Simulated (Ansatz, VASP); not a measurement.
**ZnS: VASP beside Ansatz**

```
CELL_PARAMETERS angstrom
0.00000 2.67826 2.67826
2.67826 0.00000 2.67826
2.67826 2.67826 0.00000
ATOMIC_POSITIONS crystal
Zn 0.00000 0.00000 0.00000
S 0.75000 0.75000 0.75000
```

Alike in both runs: functional PBEsol; k mesh 10 × 10 × 10; no spin polarisation.

Ansatz relaxed the structure, and its values are those at the end. VASP's run is a single point on that final structure, the one shown.

|  | VASP | Ansatz |
| --- | --- | --- |
| version | VASP 6.6.1 | Ansatz 0.2.0 |
| potentials or method | VASP PAW PBE potentials, release 64 (Zn, S), cutoff 520 eV | scalar-relativistic, plane waves, PAW |
| occupations | gaussian, width 0.01 eV | fixed |
| valence electrons in the cell | 18 | 18 |

|  | VASP | Ansatz | Ansatz less VASP |
| --- | --- | --- | --- |
| gap on the k mesh at the Fermi level (eV) | 2.09 | 2.09 | -0.007 |
| least direct gap on the mesh (eV) | 2.09 | 2.09 | -0.007 |
| pressure (GPa) | 0.2 | 0.0 | -0.20 |

VASP's potentials were made for PBE, not for PBEsol.
